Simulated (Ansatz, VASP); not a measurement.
**Si2Mo in VASP and in Ansatz**

```
Mo Si
1.0
    -1.60000    1.60000    3.93050
     1.60000   -1.60000    3.93050
     1.60000    1.60000   -3.93050
Mo Si
1 2
Direct
  0.00000 0.00000 0.00000
  0.66700 0.66700 0.00000
  0.33300 0.33300 0.00000
```

Alike in both runs: functional PBEsol; k mesh 9 × 9 × 9; occupations fermi-dirac, width 0.05 eV; non-collinear spin, spin-orbit coupling.

```csv
,VASP,Ansatz
version,VASP 6.6.1,Ansatz 0.2.0
potentials or method,"VASP PAW PBE potentials, release 64 (Mo_sv, Si), cutoff 520 eV","all-electron LAPW, relativistic spinors"
task,single point,band structure
```

|  | VASP | Ansatz | Ansatz less VASP |
| --- | --- | --- | --- |
| pressure (GPa) | -2.3 | -2.7 | -0.33 |
| traceless stress, the component that is largest in VASP (GPa) | -1.03 | -1.05 | -0.015 |
| rms of the force components (eV/Å) | 0.164 | 0.166 | +0.0016 |
| net moment per atom (μB) | 0.00 | 0.00 | 0.000 |

VASP's potentials were made for PBE, not for PBEsol. Atom by atom the forces differ by 0.002 eV/Å (rms over components). Ansatz ran all-electron here, and VASP with PAW potentials.

Noted on Ansatz's run: the k mesh is thin for a metal, which can move the energy by tens of meV per atom.
